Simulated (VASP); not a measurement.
K:

```
K
1.0
    -2.64093    2.64093    2.64093
     2.64093   -2.64093    2.64093
     2.64093    2.64093   -2.64093
K
1
Direct
  0.00000 0.00000 0.00000
```

```yaml
Program: VASP 6.6.1
Task: relaxation of cell and atoms
Functional: PBE
Dispersion: D3(BJ)
Potentials_or_basis: VASP PAW PBE potentials, release 64 (K_sv)
Cutoff: 600 eV
k_mesh: 12 × 12 × 12
Occupations: gaussian, width 0.1 eV
Spin: no spin polarisation
```

At the start: pressure -0.2 GPa; volume 73.68 Å³/atom.

Question: Where does the relaxation end?

Answer: Over 5 steps the energy falls by 3.9 meV/atom and the volume is 68.93 Å³/atom (-6.4 %); space group Im-3m (No. 229, to 0.1 Å) before and after.

The path:
```
step  energy change (eV)  largest force (eV/Å)  pressure (GPa)  volume (Å³)
   1              0.0000                0.0000           -0.25        73.68
   2             -0.0017                0.0000           -0.19        72.47
   3             -0.0035                0.0000           -0.09        70.47
   4             -0.0029                0.0000            0.14        66.58
   5             -0.0039                0.0000           -0.01        68.93
```

Final structure:
```
K
1.0
    -2.58294    2.58294    2.58294
     2.58294   -2.58294    2.58294
     2.58294    2.58294   -2.58294
K
1
Cartesian
  0.0000 0.0000 0.0000
```
